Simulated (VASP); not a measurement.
Write the native input for VASP 6.6.1 that does the following.

```yaml
Task: single point
Functional: PBE
Potentials_or_basis: VASP PAW PBE potentials, release 64 (Te, Mo_sv, Pt)
Cutoff: 520 eV
k_mesh: 6 × 8 × 4
Occupations: gaussian, width 0.1 eV
Spin: no spin polarisation
Dipole_correction: no
Further_INCAR_settings: ALGO = Fast; EDIFF = 1e-06; NBANDS = 61
```

The structure of Te2Mo2Pt lies in POSCAR:

```
Te2Mo2Pt
1.0
    6.7533431128      0.0000000000      0.0022679255
    0.0000000000      4.1215969601      0.0000000000
   -0.7746498255      0.0000000000      8.7163023875
Te Mo Pt
4 4 2
Direct
    0.4536371655      0.2500000000      0.2414885114
    0.8956654975      0.7500000000      0.1877215987
    0.5463628345      0.7500000000      0.7585114886
    0.1043345025      0.2500000000      0.8122784013
    0.3315472701      0.2500000000      0.5637206733
    0.0135334002      0.7500000000      0.5904725823
    0.6684527299      0.7500000000      0.4362793267
    0.9864665998      0.2500000000      0.4095274177
    0.7489644161      0.2500000000      0.6392553869
    0.2510355839      0.7500000000      0.3607446131
```

The input as run:

INCAR

```
SYSTEM = Te2Mo2Pt
ALGO = Fast
EDIFF = 1E-6
ENCUT = 520
GGA = PE
ISIF = 2
ISMEAR = 0
LASPH = .TRUE.
LCHARG = .FALSE.
LREAL = .FALSE.
LWAVE = .FALSE.
NBANDS = 61
NELM = 80
PREC = Accurate
SIGMA = 0.1
```

KPOINTS

```
k-points
0
G
  6 8 4
  0 0 0
```

Potentials or basis: VASP PAW PBE potentials, release 64 (Te, Mo_sv, Pt).

Launch:

```bash
$ cat potpaw_PBE.64/Te/POTCAR potpaw_PBE.64/Mo_sv/POTCAR potpaw_PBE.64/Pt/POTCAR > POTCAR
$ mpirun -np 1 vasp_std > vasp.out
```

It gave:

* Pressure: 0.0 GPa
* Largest force: 0.035 eV/Å
* Band gap on the k mesh: zero (bands 50 and 51 overlap by 0.39 eV)

Caveat: spin-orbit coupling is left out, which moves the levels of the heavy elements; this functional lacks dispersion, which binds layers or chains, so the pressure and a relaxed spacing across them are unreliable.

It took 16 min on 1 thread of Intel(R) Xeon(R) 6975P-C (Granite Rapids), with other jobs on the host, peak memory 0.91 GiB.
